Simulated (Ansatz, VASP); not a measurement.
ZrSF6 in VASP and in Ansatz

```
F Zr S
1.0
     0.00000    4.18159    4.18159
     4.18159    0.00000    4.18159
     4.18159    4.18159    0.00000
F Zr S
6 1 1
Direct
  0.24575 0.75425 0.24575
  0.24575 0.75425 0.75425
  0.75425 0.24575 0.75425
  0.75425 0.24575 0.24575
  0.24575 0.24575 0.75425
  0.75425 0.75425 0.24575
  0.00000 0.00000 0.00000
  0.50000 0.50000 0.50000
```

Alike in both runs: task single point; functional r2SCAN; k mesh 7 × 7 × 7; occupations fermi-dirac, width 0.0325 eV; no spin polarisation.

```csv
,VASP,Ansatz
version,VASP 6.6.1,Ansatz 0.2.0
potentials or method,"VASP PAW PBE potentials, release 64 (F, Zr_sv, S), cutoff 520 eV",PAW plane waves
valence electrons in the cell,60,60
```

```csv
,VASP,Ansatz,Ansatz less VASP
pressure (GPa),-0.1,0.0,+0.08
rms of the force components (eV/Å),0.595,0.635,+0.0405
```

VASP's potentials were made for PBE, not for r2SCAN. Atom by atom the forces differ by 0.041 eV/Å (rms over components). The functional is the same, so the differences come from potentials, cutoffs and numerics. Ansatz's warnings: xc potential rough in thin density.
